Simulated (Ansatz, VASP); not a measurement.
## One calculation of AgCl, two programs

The input INCAR:

```
SYSTEM = AgCl
PREC = Accurate ; ENCUT = 500
EDIFF = 1E-6 ; ISMEAR = 0
SIGMA = 0.02 ; LREAL = .False.
LASPH = .True. ; NELM = 120
ALGO = Normal ; ISIF = 2
LWAVE = .False. ; LCHARG = .False.
GGA = PS ; NBANDS = 16
GGA_COMPAT = .False.
```

KPOINTS

```
Automatic mesh
0
Gamma
  8 8 8
  0 0 0
```

File POSCAR:

```
AgCl
1.0
    0.0000000000      2.9241640519      2.9241640519
    2.9241640519      0.0000000000      2.9241640519
    2.9241640519      2.9241640519      0.0000000000
Ag Cl
1 1
Direct
    0.0000000000      0.0000000000      0.0000000000
    0.7500000000      0.7500000000      0.7500000000
```

Input for Ansatz:

```yaml
crystal:
  lattice:
    - [0.0, 2.9241640519, 2.9241640519]
    - [2.9241640519, 0.0, 2.9241640519]
    - [2.9241640519, 2.9241640519, 0.0]
  atoms:
    - { symbol: Ag, position: [0.0, 0.0, 0.0] }
    - { symbol: Cl, position: [0.75, 0.75, 0.75] }
basis:
  ecutwfc: 420
kpoints:
  mp_grid: { grid: [8, 8, 8] }
hamiltonian:
  xc: pbesol
scf:
  occupations: { method: gaussian, width: 0.02 }
output:
  forces: true
  stress: true
  eigenvalues: true
```

Alike in both runs: task single point; functional PBEsol; k mesh 8 × 8 × 8; occupations gaussian, width 0.02 eV; no spin polarisation.

```csv
,VASP,Ansatz
version,VASP 6.6.1,Ansatz 0.2.0
potentials or method,"VASP PAW PBE potentials, release 64 (Ag, Cl), cutoff 500 eV","scalar-relativistic, plane waves, PAW"
valence electrons in the cell,18,26
```

Ansatz gave:

```
gap on the k mesh at the Fermi level (eV) : 1.01
least direct gap on the mesh (eV)         : 1.01
pressure (GPa)                            : 0.8
```

What did VASP give for the same quantities?

gap on the k mesh at the Fermi level (eV): 1.01; least direct gap on the mesh (eV): 1.01; pressure (GPa): 0.7.

VASP's potentials were made for PBE, not for PBEsol. The functional is the same, so the differences come from potentials, cutoffs and numerics. VASP's potentials hold 18 valence electrons a cell and Ansatz's 26, so a difference there can come from the potentials and not from the codes.
